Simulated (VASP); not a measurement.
Input of a VASP 6.6.1 run:

File INCAR:

```
SYSTEM = PbO2
  PREC = Accurate
  ENCUT = 600
  EDIFF = 1E-7
  ISMEAR = 0
  SIGMA = 0.1
  LREAL = .FALSE.
  LASPH = .TRUE.
  NELM = 120
  ALGO = Normal
  ISIF = 3
  LWAVE = .FALSE.
  LCHARG = .FALSE.
  GGA = CA
  IBRION = 2
  NSW = 80
  EDIFFG = -0.01
  GGA_COMPAT = .FALSE.
  NELMIN = 4
```

File KPOINTS:

```
regular mesh
0
G
  8 8 10
  0 0 0
```

Contents of POSCAR:

```
PbO2
1.0
    4.9345698160      0.0000000000      0.0000000000
    0.0000000000      4.9366452727      0.0000000000
    0.0000000000      0.0000000000      3.3893869458
Pb O
2 4
Direct
    0.5000000000      0.5000000000      0.5000000000
    0.0000000000      0.0000000000      0.0000000000
    0.3069575354      0.3078986892      0.0000000000
    0.8069575354      0.1921013108      0.5000000000
    0.1930424646      0.8078986892      0.5000000000
    0.6930424646      0.6921013108      0.0000000000
```

Potentials or basis: VASP PAW LDA potentials, release 64 (Pb_d, O).

Command:

```console
$ cat potpaw_LDA.64/Pb_d/POTCAR potpaw_LDA.64/O/POTCAR > POTCAR
$ mpirun -np 1 vasp_std > vasp.out
```

What does it give for the space group after relaxing (to 0.1 Å)?

P4_2/mnm (No. 136).

Predict the relaxed cell.

a = 4.938 Å, b = 4.940 Å, c = 3.394 Å, α = 90.00°, β = 90.00°, γ = 90.00°.

What does it give for the band gap on the k mesh?

0.01 eV (least direct gap 0.03 eV).

What does it give for the relaxed volume?

13.80 Å³/atom.

Forces in eV/Å, atoms in the order of the input:
```
Pb   0.000  0.000  0.000
Pb   0.000  0.000  0.000
O   -0.003 -0.002  0.000
O   -0.003  0.002  0.000
O    0.003 -0.002  0.000
O    0.003  0.002  0.000
```

Caveat: the smearing spreads over this small gap; spin-orbit coupling is left out, which moves the levels of the heavy elements. A k mesh can miss the band edges.
